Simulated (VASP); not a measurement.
C, 2 atoms in the cell. The structure is trigonal, space group R-3m (No. 166). Conventional cell: a = 2.568 Å, b = 2.568 Å, c = 6.155 Å, α = 90.00°, β = 90.00°, γ = 120.00°. C (site symmetry 3m) has 4 C at 1.54 to 1.57 Å within 2.1 Å.  This cell differs from its parent crystal: epitaxial 111 strain +2.0%.

| Quantity | Value |
| --- | --- |
| Program | VASP 6.6.1 |
| Task | single point |
| Functional | HSE06 |
| Potentials or basis | VASP PAW PBE potentials, release 64 (C) |
| Cutoff | 520 eV |
| k mesh | 8 × 8 × 8 |
| Occupations | gaussian, width 0.01 eV |
| Spin | no spin polarisation |
| Dipole correction | no |
| Grid for exact exchange (PRECFOCK) | Normal |
| Further INCAR settings | ALGO = Normal; EDIFF = 1e-06; NBANDS = 11 |
| Share of exact exchange | 0.25 |
| Screening parameter | 0.2079 1/Å |

Potentials or basis: VASP PAW PBE potentials, release 64 (C).

The run is started by

```console
$ cat potpaw_PBE.64/C/POTCAR > POTCAR
$ cp INCAR.step1 INCAR
$ mpirun -np 1 vasp_std > vasp.out
$ cp INCAR.step2 INCAR
$ mpirun -np 1 vasp_std > vasp.out
```

Hardware: 1 thread of Intel(R) Xeon(R) Platinum 8259CL CPU @ 2.50GHz (Skylake/Cascade Lake), with other jobs on the host.

Question: How long does it take, and how much memory?

Answer: Wall time 21 min on 1 thread of Intel(R) Xeon(R) Platinum 8259CL CPU @ 2.50GHz (Skylake/Cascade Lake) (shared host), peak memory 0.22 GiB. Counts: k points 65.
